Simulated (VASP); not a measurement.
# Ba (Im-3m) in VASP: a series of runs, part 3 of 3

VASP 6.6.1.

## (4) Single point, PBEsol

Contents of INCAR:

```
  ALGO = Normal
  EDIFF = 1E-6
  ENCUT = 520
  GGA = PS
  ISIF = 2
  ISMEAR = -4
  LASPH = True
  LCHARG = False
  LREAL = False
  LWAVE = False
  NBANDS = 11
  NELM = 100
  PREC = Accurate
  SIGMA = 0.1
```

Contents of KPOINTS:

```
k-points
0
Gamma
  11 11 11
```

Contents of POSCAR:

```
Ba
1.0
   -2.2638975219      2.2638975219      2.2638975219
    2.2638975219     -2.2638975219      2.2638975219
    2.2638975219      2.2638975219     -2.2638975219
Ba
1
Direct
    0.0000000000      0.0000000000      0.0000000000
```

Potentials or basis: VASP PAW PBE potentials, release 64 (Ba_sv).

Run with:

```sh
cat potpaw_PBE.64/Ba_sv/POTCAR > POTCAR
mpirun -np 1 vasp_std > vasp.out
```

OUTCAR:

```text
EDIFF = 1E-6
   ENCUT = 520
   GGA = PS
   ISIF = 2
   ISMEAR = -4
   LASPH = True
   LREAL = False
   NELM = 100
   PREC = Accurate

 ion  position               nearest neighbor table
   1  0.000  0.000  0.000-

  LATTYP: Found a body centered cubic cell.
 ALAT       =     4.5277950438

  Lattice vectors:

 A1 = (  -2.2638975219,   2.2638975219,   2.2638975219)
 A2 = (   2.2638975219,  -2.2638975219,   2.2638975219)
 A3 = (   2.2638975219,   2.2638975219,  -2.2638975219)

Analysis of symmetry for initial positions (statically):
=====================================================================
 Subroutine PRICEL returns:
 Original cell was already a primitive cell.

 Routine SETGRP: Setting up the symmetry group for a
 body centered cubic supercell.

 Subroutine GETGRP returns: Found 48 space group operations
 (whereof 48 operations were pure point group operations)
 out of a pool of 48 trial point group operations.

The static configuration has the point symmetry O_h .

Analysis of symmetry for dynamics (positions and initial velocities):
=====================================================================
 Subroutine PRICEL returns:
 Original cell was already a primitive cell.

 Routine SETGRP: Setting up the symmetry group for a
 body centered cubic supercell.

 Subroutine GETGRP returns: Found 48 space group operations
 (whereof 48 operations were pure point group operations)
 out of a pool of 48 trial point group operations.

The dynamic configuration has the point symmetry O_h .

 Subroutine INISYM returns: Found 48 space group operations
 (whereof 48 operations are pure point group operations),
 and found     1 'primitive' translations

----------------------------------------------------------------------------------------

                                     Primitive cell
[... 115 lines left out ...]
   LORBIT       =      0    0 simple, 1 ext, 2 COOP (PROOUT), +10 PAW based schemes
   GGA     = PS    functional components
   LHFCALC =     F    Hartree Fock is set to
   AEXX    =    0.0000 exact exchange contribution
   IVDW    =     0    specifies the selected vdW correction
   LEPSILON=     F    determine dielectric tensor
   LRPA    =     F    only Hartree local field effects (RPA)
 non-spin polarized calculation
 Fermi weights with tetrahedron method witout Bloechl corrections
  energy-cutoff  :      520.00
  volume of cell :       46.41
 maximum number of plane-waves:      1264
 NGX is ok and might be reduce to    30
   NGX = 15   NGY = 15   NGZ = 15

 number of electron      10.0000001 magnetization

 Free energy of the ion-electron system (eV)
  ---------------------------------------------------
  ext. energy  EPLUGINS =         0.00000000
  ---------------------------------------------------
  free energy    TOTEN  =        -2.03060476 eV

  energy without entropy =       -2.03060476  energy(sigma->0) =       -2.03060476

 E-fermi :   2.6301     XC(G=0):  -8.5737

 val. band max:        2.6478407871   @ k =  -0.3636  -0.4545   0.1818
 cond. band min:       2.6576014274   @ k =  -0.3636   0.3636   0.2727
 fundamental gap:      0.0097606402
 Fermi energy:         2.6300850943

 k-point     1 :       0.0000    0.0000    0.0000
  band No.  band energies     occupation
      1     -25.7756      2.00000
      2     -10.3951      2.00000
      3     -10.3951      2.00000
      4     -10.3951      2.00000
      5      -0.1271      2.00000
      6       4.8063      0.00000
      7       4.8063      0.00000
      8       4.8063      0.00000
      9       6.7177      0.00000
     10       6.7177      0.00000
     11      10.5149      0.00000
[... 309 lines left out ...]
 k-point    24 :       0.3636    0.1818    0.0909
  band No.  band energies     occupation
      1     -25.6101      2.00000
      2     -11.3683      2.00000
      3     -10.9341      2.00000
      4     -10.6024      2.00000
      5       2.5176      1.43665
      6       3.2582      0.00000
      7       4.3485      0.00000
      8       7.1918      0.00000
      9       7.6675      0.00000
     10       9.6138      0.00000
     11      10.6182      0.00000

 [... further k-points ...]

------------------------ aborting loop because EDIFF is reached ----------------------------------------

  FORCE on cell =-STRESS in cart. coord.  units (eV):
  Direction    XX          YY          ZZ          XY          YZ          ZX
  --------------------------------------------------------------------------------------
  -------------------------------------------------------------------------------------
  Total        0.8934452      0.8934452      0.8934452     -0.0000000      0.0000000     -0.0000000
  in kB       30.8424049     30.8424049     30.8424049     -0.0000000      0.0000000     -0.0000000
  external PRESSURE =      30.8424049 kB  Pullay stress =       0.0000000 kB

 VOLUME and BASIS-vectors are now :
 -----------------------------------------------------------------------------
  energy-cutoff  :      520.00
  volume of cell :       46.41
      direct lattice vectors                 reciprocal lattice vectors
    -2.263897522  2.263897522  2.263897522     0.000000000  0.220858053  0.220858053
     2.263897522 -2.263897522  2.263897522     0.220858053  0.000000000  0.220858053
     2.263897522  2.263897522 -2.263897522     0.220858053  0.220858053  0.000000000

 POSITION                                       TOTAL-FORCE (eV/Angst)
 -----------------------------------------------------------------------------------
      0.00000      0.00000      0.00000         0.000000      0.000000      0.000000
 -----------------------------------------------------------------------------------
    total drift:                               -0.000000     -0.000000      0.000000

  FREE ENERGIE OF THE ION-ELECTRON SYSTEM (eV)
  ---------------------------------------------------
  free  energy   TOTEN  =        -2.0306047649 eV

  energy  without entropy=       -2.0306047649  energy(sigma->0) =       -2.03060476
```

OSZICAR:

```text
N       E                     dE             d eps       ncg     rms          rms(c)
DAV:   1     0.513494142433E+02    0.51349E+02   -0.46266E+03  1232   0.785E+02
DAV:   2     0.152621057172E+00   -0.51197E+02   -0.49736E+02  1524   0.144E+02
DAV:   3    -0.199040120362E+01   -0.21430E+01   -0.21280E+01  1536   0.289E+01
DAV:   4    -0.204737648800E+01   -0.56975E-01   -0.56810E-01  1491   0.442E+00
DAV:   5    -0.204914426964E+01   -0.17678E-02   -0.17674E-02  1642   0.611E-01    0.263E+00
DAV:   6    -0.203639426521E+01    0.12750E-01   -0.13388E-02  1664   0.842E-01    0.150E+00
DAV:   7    -0.203058545389E+01    0.58088E-02   -0.16900E-02  1822   0.944E-01    0.109E-01
DAV:   8    -0.203060380347E+01   -0.18350E-04   -0.31403E-04  1436   0.130E-01    0.976E-03
DAV:   9    -0.203060595593E+01   -0.21525E-05   -0.55281E-06  1503   0.149E-02    0.515E-03
DAV:  10    -0.203060481661E+01    0.11393E-05   -0.13544E-06  1419   0.740E-03    0.106E-03
DAV:  11    -0.203060476486E+01    0.51750E-07   -0.93939E-09   784   0.800E-04
   1 F= -.20306048E+01 E0= -.20306048E+01  d E =0.000000E+00
```

stdout:

```text
POSCAR found type information on POSCAR Ba
 POSCAR found :  1 types and       1 ions
 scaLAPACK will be used
 -----------------------------------------------------------------------------
|                                                                             |
[... 23 lines left out ...]
|     occupations, so forces and stress will be inaccurate. We suggest        |
|     using a different smearing scheme ISMEAR = 1 or 2 for metals in         |
|     relaxations.                                                            |
|                                                                             |
 -----------------------------------------------------------------------------
```

It took 11 s on 1 thread of Intel Xeon 6975P-C (Granite Rapids), shared host; peak memory 0.18 GiB.

Results:

| Quantity | Value |
| --- | --- |
| Free energy | -2.0306 eV |
| Pressure | 3.1 GPa |
| Band gap on the k mesh | zero (band 5 reaches 3.24 eV, above the bottom of band 6 at 1.70 eV) |

Caveat: the PAW data sets were made with another functional, which shifts forces and pressure a little; spin-orbit coupling is left out, which moves the levels of the heavy elements.

## (5) Single point, PBEsol (volume scaled by 0.9)

Contents of INCAR:

```
  ALGO = Normal
  EDIFF = 1E-6
  ENCUT = 520
  GGA = PS
  ISIF = 2
  ISMEAR = -1
  LASPH = True
  LCHARG = False
  LREAL = False
  LWAVE = False
  NBANDS = 11
  NELM = 60
  PREC = Accurate
  SIGMA = 0.08
```

KPOINTS is that of step 4.

Contents of POSCAR:

```
Ba
1.0
   -2.3545483062      2.3545483062      2.3545483062
    2.3545483062     -2.3545483062      2.3545483062
    2.3545483062      2.3545483062     -2.3545483062
Ba
1
Direct
    0.0000000000      0.0000000000      0.0000000000
```

Run with:

```sh
cat potpaw_PBE.64/Ba_sv/POTCAR > POTCAR
mpirun -np 1 vasp_std > vasp.out
```

It took 11 s on 1 thread of Intel Xeon 6975P-C (Granite Rapids), shared host; peak memory 0.18 GiB.

Results (log left out):

| Quantity | Value |
| --- | --- |
| Free energy | -2.1380 eV |
| Pressure | 1.3 GPa |
| Band gap on the k mesh | zero (band 5 reaches 2.67 eV, above the bottom of band 6 at 1.44 eV) |

Levels at points of the mesh, in eV from the Fermi level:
```csv
k point,band 1,band 2,band 3,band 4,band 5,band 6,band 7,band 8,band 9,band 10
"(0.00, 0.00, 0.00)",-28.57,-13.35,-13.35,-13.35,-2.82,2.02,2.02,2.02,3.73,3.73
```

Caveat: the PAW data sets were made with another functional, which shifts forces and pressure a little; spin-orbit coupling is left out, which moves the levels of the heavy elements.

## (6) Single point, PBEsol (volume scaled by 0.9)

Contents of INCAR:

```
SYSTEM = Ba
PREC = Accurate
ENCUT = 520
EDIFF = 1E-6
ISMEAR = -1
SIGMA = 0.08
LREAL = .FALSE.
LASPH = .TRUE.
NELM = 80
ALGO = Normal
ISIF = 2
LWAVE = .FALSE.
LCHARG = .FALSE.
GGA = PS
NBANDS = 11
```

Contents of KPOINTS:

```
Automatic mesh
0
G
  11 11 11
  0 0 0
```

POSCAR is that of step 5.

Potentials or basis: VASP PAW PBE potentials, release 64 (Ba_sv).

Run with:

```sh
cat potpaw_PBE.64/Ba_sv/POTCAR > POTCAR
mpirun -np 1 vasp_std > vasp.out
```

OUTCAR:

```text
SYSTEM = Ba
   PREC = Accurate
   ENCUT = 520
   EDIFF = 1E-6
   ISMEAR = -1
   LREAL = .FALSE.
   LASPH = .TRUE.
   NELM = 80
   ISIF = 2
   GGA = PS

 ion  position               nearest neighbor table
   1  0.000  0.000  0.000-

  LATTYP: Found a body centered cubic cell.
 ALAT       =     4.7090966124

  Lattice vectors:

 A1 = (  -2.3545483062,   2.3545483062,   2.3545483062)
 A2 = (   2.3545483062,  -2.3545483062,   2.3545483062)
[... 514 lines left out ...]
     11       9.3162      0.00000

 [... further k-points ...]

------------------------ aborting loop because EDIFF is reached ----------------------------------------

  FORCE on cell =-STRESS in cart. coord.  units (eV):
  Direction    XX          YY          ZZ          XY          YZ          ZX
  --------------------------------------------------------------------------------------
  -------------------------------------------------------------------------------------
  Total        0.4188004      0.4188004      0.4188004      0.0000000     -0.0000000      0.0000000
  in kB       12.8509402     12.8509402     12.8509402      0.0000000     -0.0000000      0.0000000
  external PRESSURE =      12.8509402 kB  Pullay stress =       0.0000000 kB

 VOLUME and BASIS-vectors are now :
 -----------------------------------------------------------------------------
  energy-cutoff  :      520.00
  volume of cell :       52.21
      direct lattice vectors                 reciprocal lattice vectors
    -2.354548306  2.354548306  2.354548306     0.000000000  0.212354955  0.212354955
     2.354548306 -2.354548306  2.354548306     0.212354955  0.000000000  0.212354955
     2.354548306  2.354548306 -2.354548306     0.212354955  0.212354955  0.000000000

 POSITION                                       TOTAL-FORCE (eV/Angst)
 -----------------------------------------------------------------------------------
      0.00000      0.00000      0.00000         0.000000     -0.000000      0.000000
 -----------------------------------------------------------------------------------
    total drift:                               -0.000000     -0.000000      0.000000

  FREE ENERGIE OF THE ION-ELECTRON SYSTEM (eV)
  ---------------------------------------------------
  free  energy   TOTEN  =        -2.1379702550 eV

  energy  without entropy=       -2.1132212513  energy(sigma->0) =       -2.12559575
```

It took 11 s on 1 thread of Intel Xeon 6975P-C (Granite Rapids), shared host; peak memory 0.18 GiB.

What came out:

```yaml
Free_energy: -2.1380 eV
Pressure: 1.3 GPa
Band_gap_on_the_k_mesh: zero (band 5 reaches 2.67 eV, above the bottom of band 6 at 1.44 eV)
```

Levels at points of the mesh, in eV from the Fermi level:
```csv
k point,band 3,band 4,band 5,band 6,band 7,band 8
"(0.00, 0.00, 0.00)",-13.35,-13.35,-2.82,2.02,2.02,2.02
```

Caveat: the PAW data sets were made with another functional, which shifts forces and pressure a little; spin-orbit coupling is left out, which moves the levels of the heavy elements.

## (7) Overview

```tsv
cell	smearing	gap on the mesh (eV)	pressure (GPa)
a = 3.921 Å, angles 109.5°, 1 atom	fermi-dirac 0.08 eV	none	3.1
a = 3.921 Å, angles 109.5°, 1 atom	methfessel-paxton 0.025 eV	none	3.1
a = 3.921 Å, angles 109.5°, 1 atom	tetrahedron	none	3.1
a = 4.078 Å, angles 109.5°, 1 atom	fermi-dirac 0.08 eV	none	1.3
```

Alike in all rows: task single point; level PBEsol; potentials or basis VASP PAW PBE potentials, release 64 (Ba_sv); no spin polarisation; k mesh 11 × 11 × 11; cutoff (eV) 520.

Caveats: the PAW data sets were made with another functional, which shifts forces and pressure a little; spin-orbit coupling is left out, which moves the levels of the heavy elements.

Total energies depend on the potentials used, so only differences within one code and one set of settings carry meaning.
